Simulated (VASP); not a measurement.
# Ni: single point with PBE

Ni:

```
Ni
1.0
     0.00000    1.75850    1.75850
     1.75850    0.00000    1.75850
     1.75850    1.75850    0.00000
Ni
1
Direct
  0.00000 0.00000 0.00000
```

- Program: VASP 6.6.1
- Task: single point
- Functional: PBE
- Potentials or basis: VASP PAW PBE potentials, release 64 (Ni)
- Cutoff: 520 eV
- k mesh: 12 × 12 × 12
- Occupations: fermi-dirac, width 0.1 eV
- Spin: collinear spin, ferromagnetic start
- Starting moments: [1.68] μB
- Fixed moment: 1.68 μB

| Item | Value |
| --- | --- |
| Pressure | 16.8 GPa |
| Net moment | 1.68 μB per cell |
| Site moments | Ni +1.60 μB |
| Valence electrons inside the program's atomic spheres | Ni 9.26 |

Run time: 31 s on 1 thread of Intel(R) Xeon(R) Platinum 8375C CPU @ 2.90GHz (Ice Lake), on a shared host, peak memory 0.13 GiB.

Caveat: the total moment is fixed, so each spin has its own Fermi level.
